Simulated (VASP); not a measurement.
A run of VASP 6.6.1:

INCAR

```
PREC = Accurate
ENCUT = 520
EDIFF = 1E-6
ISMEAR = 0
SIGMA = 0.1
LREAL = F
LASPH = T
NELM = 100
ALGO = Normal
ISIF = 2
LWAVE = F
LCHARG = F
GGA = PE
NBANDS = 30
```

File KPOINTS:

```
Automatic mesh
0
Gamma
  3 3 2
```

Contents of POSCAR:

```
ZrNbSe3
1.0
    6.1471030800      0.0000000000      0.0000000000
   -3.0735515400      5.3235474200      0.0000000000
    0.0000000000      0.0000000000      7.5096528400
Zr Nb Se
1 1 3
Direct
    0.0000000000      0.0000000000      0.0000000000
    0.0000000000      0.0000000000      0.5000000000
    0.5000000000      0.0000000000      0.0000000000
    0.0000000000      0.5000000000      0.0000000000
    0.5000000000      0.5000000000      0.0000000000
```

Potentials or basis: VASP PAW PBE potentials, release 64 (Zr_sv, Nb_sv, Se).

Run with:

```bash
$ cat potpaw_PBE.64/Zr_sv/POTCAR potpaw_PBE.64/Nb_sv/POTCAR potpaw_PBE.64/Se/POTCAR > POTCAR
$ mpirun -np 1 vasp_std > vasp.out
```

Hardware: 1 thread of Intel(R) Xeon(R) Platinum 8488C (Sapphire Rapids), on a shared host.

Task: How long does it take, and how much memory?

Result: It took 73 s on 1 thread of Intel(R) Xeon(R) Platinum 8488C (Sapphire Rapids) (shared host), peak memory 0.32 GiB. Counts: scf iterations 20, k points 6.
